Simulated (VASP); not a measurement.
# Ba3Fe (Pm-3m) in VASP: a series of runs

Ba3Fe is run at these levels: PBE; tasks: single point, relaxation of cell and atoms.

All numbers are computed with VASP 6.6.1; they aren't measurements. Logs are shortened: lines on timing, memory, paths and dates and some standing lists are left out, and cuts for length are marked.

## 1. The cell of the first run

The structure is cubic, space group Pm-3m (No. 221). The conventional cell has a = 5.548 Å, b = 5.548 Å, c = 5.548 Å, α = 90.00°, β = 90.00°, γ = 90.00°. Within 5.1 Å of Ba (site symmetry 4/mmm) lie 8 Ba at 3.92 Å and 4 Fe at 3.92 Å. Fe (site symmetry m-3m) has 12 Ba at 3.92 Å within 5.1 Å.

## 2. Single point, PBE, collinear spin, ferrimagnetic start

INCAR

```
SYSTEM = Ba3Fe
PREC     = Accurate       ! precision mode
ENCUT    = 520            ! plane-wave cutoff, eV
EDIFF    = 1E-6           ! SCF threshold, eV
ISMEAR   = 0              ! smearing method
SIGMA    = 0.1            ! smearing width, eV
LREAL    = .FALSE.        ! projectors in reciprocal space
LASPH    = .TRUE.         ! aspherical terms in the spheres
NELM     = 150            ! most SCF steps
ALGO     = Normal         ! electronic algorithm
ISIF     = 2              ! what is computed and relaxed
LWAVE    = .FALSE.        ! write WAVECAR
LCHARG   = .FALSE.        ! write CHGCAR
ISPIN    = 2              ! spin polarisation
MAGMOM   = -0.3 -0.3 -0.3 2.96 ! initial moments
LORBIT   = 11             ! projections on sites
LMAXMIX  = 4              ! l up to which the mixer works
GGA      = PE             ! functional
NBANDS   = 31             ! bands
```

KPOINTS

```
Automatic mesh
0
G
  4 4 4
  0 0 0
```

POSCAR

```
Ba3Fe
1.0
    5.5478443702      0.0000000000      0.0000000000
    0.0000000000      5.5478443702      0.0000000000
    0.0000000000      0.0000000000      5.5478443702
Ba Fe
3 1
Direct
    0.0000000000      0.5000000000      0.5000000000
    0.5000000000      0.0000000000      0.5000000000
    0.5000000000      0.5000000000      0.0000000000
    0.0000000000      0.0000000000      0.0000000000
```

Potentials or basis: VASP PAW PBE potentials, release 64 (Ba_sv, Fe).

On the command line:

```sh
$ cat potpaw_PBE.64/Ba_sv/POTCAR potpaw_PBE.64/Fe/POTCAR > POTCAR
$ mpirun -np 1 vasp_std > vasp.out
```

OUTCAR:

```text
SYSTEM = Ba3Fe
   PREC = Accurate
   ENCUT = 520
   EDIFF = 1E-6
   ISMEAR = 0
   LREAL = .FALSE.
   LASPH = .TRUE.
   NELM = 150
   ISIF = 2
   ISPIN = 2
   LORBIT = 11
   GGA = PE

 ion  position               nearest neighbor table
   1  0.000  0.500  0.500-   2 3.92   3 3.92   4 3.92   3 3.92   4 3.92   2 3.92   4 3.92   4 3.92
                             2 3.92   3 3.92   3 3.92   2 3.92
   2  0.500  0.000  0.500-   1 3.92   3 3.92   4 3.92   3 3.92   4 3.92   1 3.92   3 3.92   3 3.92
                             1 3.92   4 3.92   4 3.92   1 3.92
   3  0.500  0.500  0.000-   1 3.92   2 3.92   4 3.92   1 3.92   2 3.92   2 3.92   4 3.92   2 3.92
                             1 3.92   4 3.92   1 3.92   4 3.92
   4  0.000  0.000  0.000-   1 3.92   2 3.92   3 3.92   1 3.92   2 3.92   1 3.92   3 3.92   1 3.92
                             2 3.92   3 3.92   2 3.92   3 3.92

  LATTYP: Found a simple cubic cell.
 ALAT       =     5.5478443702

  Lattice vectors:

 A1 = (   5.5478443702,   0.0000000000,   0.0000000000)
 A2 = (   0.0000000000,   5.5478443702,   0.0000000000)
 A3 = (   0.0000000000,   0.0000000000,   5.5478443702)

Analysis of symmetry for initial positions (statically):
=====================================================================
 Subroutine PRICEL returns:
 Original cell was already a primitive cell.

 Routine SETGRP: Setting up the symmetry group for a
 simple cubic supercell.

 Subroutine GETGRP returns: Found 48 space group operations
 (whereof 48 operations were pure point group operations)
 out of a pool of 48 trial point group operations.

The static configuration has the point symmetry O_h .

Analysis of symmetry for dynamics (positions and initial velocities):
=====================================================================
 Subroutine PRICEL returns:
 Original cell was already a primitive cell.

 Routine SETGRP: Setting up the symmetry group for a
 simple cubic supercell.

 Subroutine GETGRP returns: Found 48 space group operations
 (whereof 48 operations were pure point group operations)
 out of a pool of 48 trial point group operations.

The dynamic configuration has the point symmetry O_h .

Analysis of structural, dynamic, and magnetic symmetry:
=====================================================================
 Subroutine PRICEL returns:
 Original cell was already a primitive cell.

 Routine SETGRP: Setting up the symmetry group for a
 simple cubic supercell.

 Subroutine GETGRP returns: Found 48 space group operations
 (whereof 48 operations were pure point group operations)
 out of a pool of 48 trial point group operations.

The overall configuration has the point symmetry O_h .

[... 116 lines left out ...]
   LEPSILON=     F    determine dielectric tensor
   LRPA    =     F    only Hartree local field effects (RPA)
 spin polarized calculation
 Gauss-broadening in eV      SIGMA  =   0.10
  energy-cutoff  :      520.00
  volume of cell :      170.75
 maximum number of plane-waves:      4636
 NGX is ok and might be reduce to    42
   NGX = 21   NGY = 21   NGZ = 21

 number of electron      38.0000002 magnetization       1.8761559

 Free energy of the ion-electron system (eV)
  ---------------------------------------------------
  ext. energy  EPLUGINS =         0.00000000
  ---------------------------------------------------
  free energy    TOTEN  =       -11.37181778 eV

  energy without entropy =      -11.32025084  energy(sigma->0) =      -11.34603431

 E-fermi :   2.4328     XC(G=0):  -8.3999

 val. band max:        2.4319189053   @ k =   0.5000   0.0000   0.0000
 cond. band min:       2.4428689321   @ k =   0.5000   0.0000   0.0000
 fundamental gap:      0.0109500268
 Fermi energy:         2.4328054662

 spin component 1

 k-point     1 :       0.0000    0.0000    0.0000
  band No.  band energies     occupation
      1     -26.1636      1.00000
      2     -25.9705      1.00000
      3     -25.9705      1.00000
      4     -11.7755      1.00000
      5     -11.7755      1.00000
      6     -11.7755      1.00000
[... 329 lines left out ...]
     30       5.6618      0.00000
     31       5.6618      0.00000
 Fermi energy:         2.4328054662

 spin component 2

 k-point     1 :       0.0000    0.0000    0.0000
  band No.  band energies     occupation
      1     -26.2329      1.00000
      2     -26.0355      1.00000
      3     -26.0355      1.00000
      4     -11.8804      1.00000
      5     -11.8804      1.00000
      6     -11.8804      1.00000
[... 329 lines left out ...]
     30       5.6339      0.00000
     31       5.6339      0.00000

------------------------ aborting loop because EDIFF is reached ----------------------------------------

  FORCE on cell =-STRESS in cart. coord.  units (eV):
  Direction    XX          YY          ZZ          XY          YZ          ZX
  --------------------------------------------------------------------------------------
  -------------------------------------------------------------------------------------
  Total        0.4223805      0.4223805      0.4223805     -0.0000000     -0.0000000     -0.0000000
  in kB        3.9631607      3.9631607      3.9631607     -0.0000000     -0.0000000     -0.0000000
  external PRESSURE =       3.9631607 kB  Pullay stress =       0.0000000 kB

 VOLUME and BASIS-vectors are now :
 -----------------------------------------------------------------------------
  energy-cutoff  :      520.00
  volume of cell :      170.75
      direct lattice vectors                 reciprocal lattice vectors
     5.547844370  0.000000000  0.000000000     0.180250190  0.000000000  0.000000000
     0.000000000  5.547844370  0.000000000     0.000000000  0.180250190  0.000000000
     0.000000000  0.000000000  5.547844370     0.000000000  0.000000000  0.180250190

 POSITION                                       TOTAL-FORCE (eV/Angst)
 -----------------------------------------------------------------------------------
      0.00000      2.77392      2.77392         0.000000      0.000000      0.000000
      2.77392      0.00000      2.77392         0.000000      0.000000      0.000000
      2.77392      2.77392      0.00000         0.000000      0.000000      0.000000
      0.00000      0.00000      0.00000         0.000000      0.000000      0.000000
 -----------------------------------------------------------------------------------
    total drift:                                0.000000     -0.000000      0.000000

  FREE ENERGIE OF THE ION-ELECTRON SYSTEM (eV)
  ---------------------------------------------------
  free  energy   TOTEN  =       -11.3718177758 eV

  energy  without entropy=      -11.3202508425  energy(sigma->0) =      -11.34603431

 total charge

# of ion       s       p       d       tot
------------------------------------------
    1        2.066   5.531   0.392   7.988
    2        2.066   5.531   0.392   7.988
    3        2.066   5.531   0.392   7.988
    4        0.421   0.121   6.066   6.607
--------------------------------------------------
tot          6.618  16.713   7.241  30.572

 magnetization (x)

# of ion       s       p       d       tot
------------------------------------------
    1       -0.011  -0.004  -0.114  -0.129
    2       -0.011  -0.004  -0.114  -0.129
    3       -0.011  -0.004  -0.114  -0.129
    4        0.050  -0.009   2.989   3.030
--------------------------------------------------
tot          0.018  -0.022   2.647   2.642
```

OSZICAR:

```text
N       E                     dE             d eps       ncg     rms          rms(c)
DAV:   1     0.318423266098E+03    0.31842E+03   -0.14930E+04  1240   0.104E+03
DAV:   2     0.145539653665E+02   -0.30387E+03   -0.29170E+03  1490   0.242E+02
[... 18 lines left out ...]
DAV:  21    -0.113717700364E+02   -0.32645E-04   -0.76457E-04  1402   0.113E-01    0.591E-02
DAV:  22    -0.113718067931E+02   -0.36757E-04   -0.53725E-05  1593   0.401E-02    0.708E-02
DAV:  23    -0.113718134298E+02   -0.66368E-05   -0.46286E-05  1544   0.202E-02    0.208E-02
DAV:  24    -0.113718157119E+02   -0.22821E-05   -0.92978E-06  1413   0.960E-03    0.688E-03
DAV:  25    -0.113718176276E+02   -0.19157E-05   -0.16358E-06  1201   0.689E-03    0.158E-02
DAV:  26    -0.113718177758E+02   -0.14827E-06   -0.58952E-07   799   0.347E-03
   1 F= -.11371818E+02 E0= -.11346034E+02  d E =-.515669E-01  mag=     1.8774
```

Wall time 1.8 min (1 thread of AMD EPYC 9R45 (Zen 5), shared host); peak memory 0.33 GiB.

What came out:

```yaml
Free_energy: -11.3718 eV
Pressure: 0.4 GPa
Net_moment: 1.88 μB per cell
Site_moments: Ba -0.13; Fe +3.03 μB
Valence_electrons_inside_the_program's_atomic_spheres: Ba 7.99; Fe 6.61
```

Caveat: spin-orbit coupling is left out, which moves the levels of the heavy elements.

## 3. Relaxation of cell and atoms, PBE, collinear spin, ferrimagnetic start

This run uses another cell than the first one, of 30.27 Å³/atom.

INCAR

```
PREC = Accurate
ENCUT = 600
EDIFF = 1E-6
ISMEAR = 0
SIGMA = 0.1
LREAL = F
LASPH = T
NELM = 150
ALGO = Normal
ISIF = 3
LWAVE = F
LCHARG = F
ISPIN = 2
MAGMOM = -0.3 -0.3 -0.3 2.96
LORBIT = 11
LMAXMIX = 4
GGA = PE
IBRION = 2
NSW = 90
EDIFFG = -0.04
```

KPOINTS

```
Automatic mesh
0
Gamma
  4 4 4
```

POSCAR

```
Ba3Fe
1.0
    4.9469086381      0.0000000000      0.0000000000
    0.0000000000      4.9469086381      0.0000000000
    0.0000000000      0.0000000000      4.9469086381
Ba Fe
3 1
Direct
    0.0000000000      0.5000000000      0.5000000000
    0.5000000000      0.0000000000      0.5000000000
    0.5000000000      0.5000000000      0.0000000000
    0.0000000000      0.0000000000      0.0000000000
```

Potentials or basis: VASP PAW PBE potentials, release 64 (Ba_sv, Fe).

On the command line:

```sh
$ cat potpaw_PBE.64/Ba_sv/POTCAR potpaw_PBE.64/Fe/POTCAR > POTCAR
$ mpirun -np 1 vasp_std > vasp.out
```

It took 9.6 min on 1 thread of AMD EPYC 9R45 (Zen 5), shared host; peak memory 0.3 GiB.

The run converged. Its results:

| Quantity | Value |
| --- | --- |
| Free energy | -10.3264 eV |
| Relaxed volume | 39.46 Å³/atom |
| Relaxed cell | a = 5.404 Å, b = 5.404 Å, c = 5.404 Å, α = 90.00°, β = 90.00°, γ = 90.00° |
| Space group after relaxing (to 0.1 Å) | Pm-3m (No. 221) |
| Energy gained by relaxing | 18.9 meV/atom |
| Ionic steps | 12 |
| Pressure after relaxing | 0.1 GPa |
| Band gap on the k mesh | zero (filled and empty bands overlap) |
| Net moment | 0.00 μB per cell |
| Valence electrons inside the program's atomic spheres | Ba 8.02; Fe 6.75 |

Step by step:
```csv
step,energy change (eV),largest force (eV/Å),pressure (GPa),volume (Å³)
1,0.0000,0.0000,8.54,121.06
2,-0.0669,0.0000,-0.29,151.58
3,-0.0609,0.0000,0.81,150.23
4,-0.0642,0.0000,0.70,150.92
5,-0.0657,0.0000,0.63,151.29
6,-0.0698,0.0000,0.52,152.41
7,-0.0701,0.0000,0.52,152.49
8,-0.0707,0.0000,0.51,152.66
9,-0.0717,0.0000,0.46,153.00
10,-0.0735,0.0000,0.39,153.69
11,-0.0762,0.0000,0.24,155.06
12,-0.0756,0.0000,0.08,157.84
```

Final structure:
```
Ba Fe
1.0
     5.40428    0.00000    0.00000
     0.00000    5.40428    0.00000
     0.00000    0.00000    5.40428
Ba Fe
3 1
Cartesian
  0.0000 2.7021 2.7021
  2.7021 0.0000 2.7021
  2.7021 2.7021 0.0000
  0.0000 0.0000 0.0000
```

Levels at points of the mesh, in eV from the Fermi level:
Spin up:
```csv
k point,band 17,band 18,band 19,band 20,band 21,band 22
"(0.00, 0.00, 0.00)",-0.66,-0.66,-0.66,0.66,0.66,0.66
"(0.50, 0.00, 0.00)",-0.31,-0.10,-0.10,-0.05,0.42,0.65
"(0.50, 0.50, 0.00)",-0.16,-0.11,-0.11,0.16,0.76,0.97
"(0.50, 0.50, 0.50)",-0.06,-0.06,0.40,0.40,0.40,1.76
```
Spin down:
```tsv
k point	band 16	band 17	band 18	band 19	band 20	band 21	band 22	band 23
(0.00, 0.00, 0.00)	-0.94	-0.66	-0.66	-0.66	0.66	0.66	0.66	1.07
(0.50, 0.00, 0.00)	-0.36	-0.31	-0.10	-0.10	-0.05	0.42	0.65	0.65
(0.50, 0.50, 0.00)	-0.20	-0.16	-0.12	-0.12	0.16	0.76	0.97	0.97
(0.50, 0.50, 0.50)	-0.87	-0.06	-0.06	0.40	0.40	0.40	1.76	1.76
```

Caveat: the volume moved by over 15 % at a fixed basis, so the end points are rough; the moments typed at the start vanished in this run; spin-orbit coupling is left out, which moves the levels of the heavy elements.

The gap in the log of VASP goes by the Fermi energy; the results here count the filled bands.